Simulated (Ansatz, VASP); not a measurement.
## Si7Ge: VASP beside Ansatz

The input POSCAR:

```
Si7Ge
1.0
    5.3312692196      0.0000000000      0.0000000000
    0.0000000000      5.3312692196      0.0000000000
    0.0000000000      0.0000000000      5.4679684304
Si Ge
7 1
Direct
    0.2524307582      0.2524307582      0.2524307582
    0.0000000000      0.5000000000      0.5000000000
    0.5000000000      0.5000000000      0.0000000000
    0.5000000000      0.0000000000      0.5000000000
    0.7475692418      0.2524307582      0.7475692418
    0.7475692418      0.7475692418      0.2524307582
    0.2524307582      0.7475692418      0.7475692418
    0.0000000000      0.0000000000      0.0000000000
```

The input INCAR.step1:

```
  PREC = Accurate
  ENCUT = 520
  ISMEAR = 0
  SIGMA = 0.05
  LREAL = False
  LASPH = True
  NELM = 80
  NBANDS = 31
  GGA = PE
  ALGO = Normal
  EDIFF = 1E-4
  LWAVE = True
  LCHARG = False
```

Contents of INCAR.step2:

```
  PREC = Accurate
  ENCUT = 520
  EDIFF = 1E-6
  ISMEAR = 0
  SIGMA = 0.05
  LREAL = False
  LASPH = True
  NELM = 80
  ALGO = Normal
  ISIF = 2
  LWAVE = False
  LCHARG = True
  METAGGA = R2SCAN
  LMIXTAU = True
  LELF = True
  LVHAR = True
  NBANDS = 31
  ISTART = 1
```

The input KPOINTS:

```
regular mesh
0
Gamma
  6 6 6
```

Input for Ansatz:

```yaml
crystal:
  lattice:
    - [5.3312692196, 0.0, 0.0]
    - [0.0, 5.3312692196, 0.0]
    - [0.0, 0.0, 5.4679684304]
  atoms:
    - { symbol: Si, position: [0.2524307582, 0.2524307582, 0.2524307582] }
    - { symbol: Si, position: [0.0, 0.5, 0.5] }
    - { symbol: Si, position: [0.5, 0.5, 0.0] }
    - { symbol: Si, position: [0.5, 0.0, 0.5] }
    - { symbol: Si, position: [0.7475692418, 0.2524307582, 0.7475692418] }
    - { symbol: Si, position: [0.7475692418, 0.7475692418, 0.2524307582] }
    - { symbol: Si, position: [0.2524307582, 0.7475692418, 0.7475692418] }
    - { symbol: Ge, position: [0.0, 0.0, 0.0] }
basis:
  ecutwfc: 500
kpoints:
  mp_grid: { grid: [6, 6, 6] }
hamiltonian:
  xc: r2scan
scf:
  occupations: { method: gaussian, width: 0.05 }
output:
  forces: true
  stress: true
  eigenvalues: true
```

Change from the starting cell: strain -0.025 along x and y, +0.000 along z, atoms carried along.

Alike in both runs: task single point; functional r2SCAN; k mesh 6 × 6 × 6; occupations gaussian, width 0.05 eV; no spin polarisation.

```csv
,VASP,Ansatz
version,VASP 6.6.1,Ansatz 0.2.0
potentials or method,"VASP PAW PBE potentials, release 64 (Si, Ge_d), cutoff 520 eV","scalar-relativistic, plane waves, PAW"
valence electrons in the cell,42,42
```

```csv
,VASP,Ansatz,Ansatz less VASP
gap on the k mesh at the Fermi level (eV),0.41,0.40,-0.012
least direct gap on the mesh (eV),0.41,0.40,-0.012
pressure (GPa),5.1,5.3,+0.20
"traceless stress, the component that is largest in VASP (GPa)",-1.85,-1.84,+0.012
rms of the force components (eV/Å),0.008,0.004,-0.0037
```

VASP's potentials were made for PBE, not for r2SCAN. Atom by atom the forces differ by 0.008 eV/Å (rms over components).
